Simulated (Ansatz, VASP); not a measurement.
**Two plane-wave programs on C**

```
CELL_PARAMETERS angstrom
0.00000 1.80348 1.80348
1.80348 0.00000 1.80348
1.80348 1.80348 0.00000
ATOMIC_POSITIONS crystal
C 0.00000 0.00000 0.00000
C 0.25000 0.25000 0.25000
```

Alike in both runs: task single point; functional PBE; k mesh 12 × 12 × 12; occupations gaussian, width 0.02 eV; no spin polarisation.

|  | VASP | Ansatz |
| --- | --- | --- |
| version | VASP 6.6.1 | Ansatz 0.2.0 |
| potentials or method | VASP PAW PBE potentials, release 64 (C), cutoff 600 eV | scalar-relativistic, plane waves, PAW |
| valence electrons in the cell | 8 | 8 |

VASP gave:

- gap on the k mesh at the Fermi level (eV): 4.08
- least direct gap on the mesh (eV): 5.50
- pressure (GPa): -12.2

Problem. What did Ansatz give for the same quantities?

Solution. gap on the k mesh at the Fermi level (eV): 4.09; least direct gap on the mesh (eV): 5.51; pressure (GPa): -12.1.

The functional is the same, so the differences come from potentials, cutoffs and numerics.
